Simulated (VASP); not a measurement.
# La2SiF (I4/mcm) in VASP: single point with PBE

Aim: the single point of La2SiF with PBE.

All numbers are computed with VASP 6.6.1; they aren't measurements. Logs are shortened: lines on timing, memory, paths and dates and some standing lists are left out, and cuts for length are marked.

### Step 1. The cell of the first run

The structure is tetragonal, space group I4/mcm (No. 140). The conventional cell has a = 8.506 Å, b = 8.506 Å, c = 5.467 Å, α = 90.00°, β = 90.00°, γ = 90.00°. La (site symmetry m2m) has 2 F at 2.46 Å and 2 Si at 3.16 Å within 3.2 Å. Si (site symmetry 4/m) has 2 Si at 2.73 Å and 4 La at 3.16 Å within 3.6 Å. F (site symmetry -42m) has 4 La at 2.46 Å and 2 F at 2.73 Å within 3.2 Å.

The cell was generated, and may not be a known phase.

### Step 2. Single point, PBE

INCAR

```
PREC = Accurate
ENCUT = 520
EDIFF = 1E-7
ISMEAR = 0
SIGMA = 0.1
LREAL = F
LASPH = T
NELM = 80
ALGO = Normal
ISIF = 2
LWAVE = F
LCHARG = F
GGA = PE
NBANDS = 43
```

KPOINTS

```
Automatic mesh
0
Gamma
  8 8 8
```

POSCAR

```
La2SiF
1.0
   -4.2530427786      4.2530427786      2.7336088720
    4.2530427786     -4.2530427786      2.7336088720
    4.2530427786      4.2530427786     -2.7336088720
La Si F
4 2 2
Direct
    0.6695303974      0.8304696026      0.5000000000
    0.1695303974      0.6695303974      0.8390607947
    0.3304696026      0.1695303974      0.5000000000
    0.8304696026      0.3304696026      0.1609392053
    0.0000000000      0.0000000000      0.0000000000
    0.5000000000      0.5000000000      0.0000000000
    0.7500000000      0.2500000000      0.5000000000
    0.2500000000      0.7500000000      0.5000000000
```

Potentials or basis: VASP PAW PBE potentials, release 64 (La, Si, F).

The run is started by

```sh
$ cat potpaw_PBE.64/La/POTCAR potpaw_PBE.64/Si/POTCAR potpaw_PBE.64/F/POTCAR > POTCAR
$ mpirun -np 1 vasp_std > vasp.out
```

OUTCAR:

```text
PREC = Accurate
   ENCUT = 520
   EDIFF = 1E-7
   ISMEAR = 0
   LREAL = F
   LASPH = T
   NELM = 80
   ISIF = 2
   GGA = PE

 ion  position               nearest neighbor table
   1  0.670  0.830  0.500-   7 2.46   8 2.46   5 3.16   6 3.16   3 3.35   3 3.35
   2  0.170  0.670  0.839-   8 2.46   7 2.46   5 3.16   6 3.16   4 3.35   4 3.35
   3  0.330  0.170  0.500-   7 2.46   8 2.46   6 3.16   5 3.16   1 3.35   1 3.35
   4  0.830  0.330  0.161-   7 2.46   8 2.46   5 3.16   6 3.16   2 3.35   2 3.35
   5  0.000  0.000  0.000-   6 2.73   6 2.73   1 3.16   3 3.16   4 3.16   2 3.16
   6  0.500  0.500  0.000-   5 2.73   5 2.73   3 3.16   1 3.16   4 3.16   2 3.16
   7  0.750  0.250  0.500-   4 2.46   2 2.46   3 2.46   1 2.46
   8  0.250  0.750  0.500-   2 2.46   4 2.46   3 2.46   1 2.46

  LATTYP: Found a body centered tetragonal cell.
 ALAT       =     8.5060855572
 C/A-ratio  =     0.6427419178

  Lattice vectors:

 A1 = (  -4.2530427786,   4.2530427786,   2.7336088720)
 A2 = (   4.2530427786,  -4.2530427786,   2.7336088720)
 A3 = (   4.2530427786,   4.2530427786,  -2.7336088720)

Analysis of symmetry for initial positions (statically):
=====================================================================
 Subroutine PRICEL returns:
 Original cell was already a primitive cell.

 Routine SETGRP: Setting up the symmetry group for a
 body centered tetragonal supercell.

 Subroutine GETGRP returns: Found 16 space group operations
 (whereof  8 operations were pure point group operations)
 out of a pool of 16 trial point group operations.

The static configuration has the point symmetry C_4h.
 The point group associated with its full space group is D_4h.

Analysis of symmetry for dynamics (positions and initial velocities):
=====================================================================
 Subroutine PRICEL returns:
 Original cell was already a primitive cell.

 Routine SETGRP: Setting up the symmetry group for a
 body centered tetragonal supercell.

 Subroutine GETGRP returns: Found 16 space group operations
 (whereof  8 operations were pure point group operations)
 out of a pool of 16 trial point group operations.

The dynamic configuration has the point symmetry C_4h.
 The point group associated with its full space group is D_4h.

 Subroutine INISYM returns: Found 16 space group operations
 (whereof  8 operations are pure point group operations),
 and found     1 'primitive' translations

----------------------------------------------------------------------------------------

                                     Primitive cell

  volume of cell :     197.7861

  direct lattice vectors                    reciprocal lattice vectors
    -4.253042779  4.253042779  2.733608872     0.000000000  0.117562890  0.182908391
     4.253042779 -4.253042779  2.733608872     0.117562890  0.000000000  0.182908391
     4.253042779  4.253042779 -2.733608872     0.117562890  0.117562890  0.000000000

  length of vectors
     6.606766472  6.606766472  6.606766472     0.217431627  0.217431627  0.166259033

  position of ions in fractional coordinates (direct lattice)
     0.669530397  0.830469603  0.500000000
     0.169530397  0.669530397  0.839060795
     0.330469603  0.169530397  0.500000000
     0.830469603  0.330469603  0.160939205
     0.000000000  0.000000000  0.000000000
     0.500000000  0.500000000  0.000000000
     0.750000000  0.250000000  0.500000000
     0.250000000  0.750000000  0.500000000

  ion indices of the primitive-cell ions
   primitive index   ion index
                 1           1
                 2           2
                 3           3
                 4           4
                 5           5
                 6           6
                 7           7
                 8           8

----------------------------------------------------------------------------------------

 KPOINTS: Automatic mesh

Automatic generation of k-mesh.
 Grid dimensions read from file:
 generate k-points for:    8    8    8

 Generating k-lattice:

  Cartesian coordinates                     Fractional coordinates (reciprocal lattice)
     0.000000000  0.014695361  0.022863549     0.125000000  0.000000000  0.000000000
     0.014695361  0.000000000  0.022863549     0.000000000  0.125000000  0.000000000
     0.014695361  0.014695361  0.000000000     0.000000000  0.000000000  0.125000000

  Length of vectors
     0.027178953  0.027178953  0.020782379

  Shift w.r.t. Gamma in fractional coordinates (k-lattice)
     0.000000000  0.000000000  0.000000000

 Subroutine IBZKPT returns following result:
 ===========================================

 Found     59 irreducible k-points:

 Following reciprocal coordinates:
            Coordinates               Weight
  0.000000  0.000000  0.000000      1.000000
  0.125000 -0.000000  0.000000      8.000000
  0.250000 -0.000000  0.000000      8.000000
  0.375000 -0.000000  0.000000      8.000000
  0.500000 -0.000000  0.000000      4.000000
  0.125000  0.125000  0.000000      8.000000
[... 16 lines left out ...]
  0.250000  0.125000  0.125000     16.000000
  0.375000  0.125000  0.125000      8.000000
 [... further k-points ...]
   k-points           NKPTS =     59   k-points in BZ     NKDIM =     59   number of bands    NBANDS=     43
   number of dos      NEDOS =    301   number of ions     NIONS =      8
   total plane-waves  NPLWV = 125000
   dimension x,y,z NGX =    50 NGY =   50 NGZ =   50
   dimension x,y,z NGXF=   100 NGYF=  100 NGZF=  100
   ions per type =               4   2   2
   NGX,Y,Z   is equivalent  to a cutoff of  12.58, 12.58, 12.58 a.u.
   NGXF,Y,Z  is equivalent  to a cutoff of  25.16, 25.16, 25.16 a.u.
 SYSTEM =  unknown system
   PREC   = accura    normal or accurate (medium, high low for compatibility)
   ISTART =      0    job   : 0-new  1-cont  2-samecut
   ICHARG =      2    charge: 1-file 2-atom 10-const
   ISPIN  =      1    spin polarized calculation?
   LNONCOLLINEAR =      F non collinear calculations
   LSORBIT =      F    spin-orbit coupling
   LASPH  =      T    aspherical Exc in radial PAW
   ENCUT  =  520.0 eV  38.22 Ry    6.18 a.u.  12.28 12.28 12.28*2*pi/ulx,y,z
   NELM   =     80;   NELMIN=  2; NELMDL= -5     # of ELM steps
   EDIFF  = 0.1E-06   stopping-criterion for ELM
   LREAL  =      F    real-space projection
   EDIFFG = 0.1E-05   stopping-criterion for IOM
   NSW    =      0    number of steps for IOM
   IBRION =     -1    ionic relax: 0-MD 1-quasi-New 2-CG
   NFREE  =      0    steps in history (QN), initial steepest desc. (CG)
   ISIF   =      2    stress and relaxation
   ISYM   =      2    0-nonsym 1-usesym 2-fastsym
   POTIM  = 0.5000    time-step for ionic-motion
   TEBEG  =    0.0;   TEEND  =   0.0 temperature during run
   PSTRESS=    0.0 pullay stress
   NELECT =      66.0000    total number of electrons
   NUPDOWN=      -1.0000    fix difference up-down
   EMIN   =  10.00;   EMAX   =-10.00  energy-range for DOS
   EFERMI =   0.00;   METHOD = LEGACY
   ISMEAR =     0;   SIGMA  =   0.10  broadening in eV -4-tet -1-fermi 0-gaus
   EFERMI_NEDOS =   21; number of points for ismear=-14 and -15
   IALGO  =     38    algorithm
   IMIX   =      4    mixing-type and parameters
     AMIX     =   0.40;   BMIX     =  1.00
     AMIX_MAG =   1.60;   BMIX_MAG =  1.00
  volume/ion in A,a.u.               =      24.72       166.84
  Fermi-wavevector in a.u.,A,eV,Ry     =   1.135510  2.145802 17.543111  1.289382
  Thomas-Fermi vector in A             =   2.272214
   LORBIT       =      0    0 simple, 1 ext, 2 COOP (PROOUT), +10 PAW based schemes
   GGA     = PE    functional components
   LHFCALC =     F    Hartree Fock is set to
   AEXX    =    0.0000 exact exchange contribution
   IVDW    =     0    specifies the selected vdW correction
   LEPSILON=     F    determine dielectric tensor
   LRPA    =     F    only Hartree local field effects (RPA)
 non-spin polarized calculation
 Gauss-broadening in eV      SIGMA  =   0.10
  energy-cutoff  :      520.00
  volume of cell :      197.79
 maximum number of plane-waves:      5358
 NGX is ok and might be reduce to    50
   NGX = 25   NGY = 25   NGZ = 25

 number of electron      65.9999981 magnetization

 Free energy of the ion-electron system (eV)
  ---------------------------------------------------
  ext. energy  EPLUGINS =         0.00000000
  ---------------------------------------------------
  free energy    TOTEN  =       -43.85560683 eV

  energy without entropy =      -43.80281130  energy(sigma->0) =      -43.82920906

 E-fermi :   7.8734     XC(G=0):  -9.7884

 val. band max:        7.8697041492   @ k =  -0.1250   0.3750   0.1250
 cond. band min:       7.8738780911   @ k =  -0.2500   0.5000   0.2500
 fundamental gap:      0.0041739420
 Fermi energy:         7.8734432106

 k-point     1 :       0.0000    0.0000    0.0000
  band No.  band energies     occupation
      1     -25.4823      2.00000
      2     -25.3312      2.00000
      3     -25.1439      2.00000
      4     -25.1439      2.00000
      5     -18.8366      2.00000
      6     -18.6329      2.00000
[... 35 lines left out ...]
     42       9.2202      0.00000
     43       9.2243      0.00000

 k-point     2 :       0.1250   -0.0000    0.0000
  band No.  band energies     occupation
      1     -25.4665      2.00000
      2     -25.3291      2.00000
      3     -25.1549      2.00000
      4     -25.1519      2.00000
      5     -18.8278      2.00000
      6     -18.6424      2.00000
[... 35 lines left out ...]
     42       9.1317      0.00000
     43       9.3431      0.00000

 k-point     3 :       0.2500   -0.0000    0.0000
  band No.  band energies     occupation
      1     -25.4229      2.00000
      2     -25.3209      2.00000
      3     -25.1844      2.00000
      4     -25.1773      2.00000
      5     -18.8043      2.00000
      6     -18.6676      2.00000
[... 919 lines left out ...]
      6     -18.7003      2.00000
[... 35 lines left out ...]
     42       9.2421      0.00000
     43       9.2844      0.00000

 k-point    24 :       0.3750    0.1250    0.1250
  band No.  band energies     occupation
      1     -25.3021      2.00000
      2     -25.3021      2.00000
      3     -25.2529      2.00000
      4     -25.2529      2.00000
      5     -18.7369      2.00000
      6     -18.7369      2.00000
[... 35 lines left out ...]
     42       9.1411      0.00000
     43       9.2493      0.00000

 [... further k-points ...]

------------------------ aborting loop because EDIFF is reached ----------------------------------------

  FORCE on cell =-STRESS in cart. coord.  units (eV):
  Direction    XX          YY          ZZ          XY          YZ          ZX
  --------------------------------------------------------------------------------------
  -------------------------------------------------------------------------------------
  Total       -0.1869441     -0.1869441     -0.0129527      0.0000000      0.0000000      0.0000000
  in kB       -1.5143505     -1.5143505     -0.1049244      0.0000000      0.0000000      0.0000000
  external PRESSURE =      -1.0445418 kB  Pullay stress =       0.0000000 kB

 VOLUME and BASIS-vectors are now :
 -----------------------------------------------------------------------------
  energy-cutoff  :      520.00
  volume of cell :      197.79
      direct lattice vectors                 reciprocal lattice vectors
    -4.253042779  4.253042779  2.733608872     0.000000000  0.117562890  0.182908391
     4.253042779 -4.253042779  2.733608872     0.117562890  0.000000000  0.182908391
     4.253042779  4.253042779 -2.733608872     0.117562890  0.117562890  0.000000000

 POSITION                                       TOTAL-FORCE (eV/Angst)
 -----------------------------------------------------------------------------------
      2.81100      1.44204      2.73361         0.013188     -0.013188      0.000000
      5.69508      1.44204      0.00000        -0.013188     -0.013188      0.000000
      1.44204      2.81100      0.00000        -0.013188      0.013188     -0.000000
     -1.44204      2.81100      2.73361         0.013188      0.013188     -0.000000
      0.00000      0.00000      0.00000        -0.000000      0.000000     -0.000000
      0.00000      0.00000      2.73361        -0.000000      0.000000     -0.000000
      0.00000      4.25304      1.36680         0.000000     -0.000000     -0.000000
      4.25304      0.00000      1.36680        -0.000000      0.000000     -0.000000
 -----------------------------------------------------------------------------------
    total drift:                               -0.000000      0.000000      0.000000

  FREE ENERGIE OF THE ION-ELECTRON SYSTEM (eV)
  ---------------------------------------------------
  free  energy   TOTEN  =       -43.8556068272 eV

  energy  without entropy=      -43.8028113004  energy(sigma->0) =      -43.82920906
```

Wall time 24 min (1 thread of Intel Xeon Platinum 8259CL at 2.50GHz (Skylake/Cascade Lake), shared host); peak memory 0.65 GiB.

Results:

```
Free energy            : -43.8556 eV
Pressure               : -0.1 GPa
Largest force          : 0.019 eV/Å
Band gap on the k mesh : zero (bands 33 and 34 overlap by 0.40 eV)
```

Forces on the atoms (eV/Å):
```
La   0.013 -0.013  0.000
La  -0.013 -0.013  0.000
La  -0.013  0.013  0.000
La   0.013  0.013  0.000
Si   0.000  0.000  0.000
Si   0.000  0.000  0.000
F    0.000  0.000  0.000
F    0.000  0.000  0.000
```

Stress tensor (GPa, compression positive):
```
-0.15  0.00  0.00
 0.00 -0.15  0.00
 0.00  0.00 -0.01
```

Levels at points of the mesh, in eV from the Fermi level:
| k point | band 31 | band 32 | band 33 | band 34 | band 35 | band 36 |
| --- | --- | --- | --- | --- | --- | --- |
| (0.00, 0.00, 0.00) | -1.14 | -0.80 | -0.33 | 0.32 | 0.67 | 0.67 |
| (0.50, 0.00, 0.00) | -0.05 | -0.05 | 0.14 | 0.14 | 0.43 | 0.43 |
| (0.50, 0.50, 0.00) | -0.95 | -0.62 | -0.21 | 0.05 | 0.28 | 1.01 |
| (0.50, 0.50, 0.50) | -0.30 | -0.21 | -0.21 | 0.12 | 0.12 | 0.26 |

Caveat: spin-orbit coupling is left out, which moves the levels of the heavy elements.
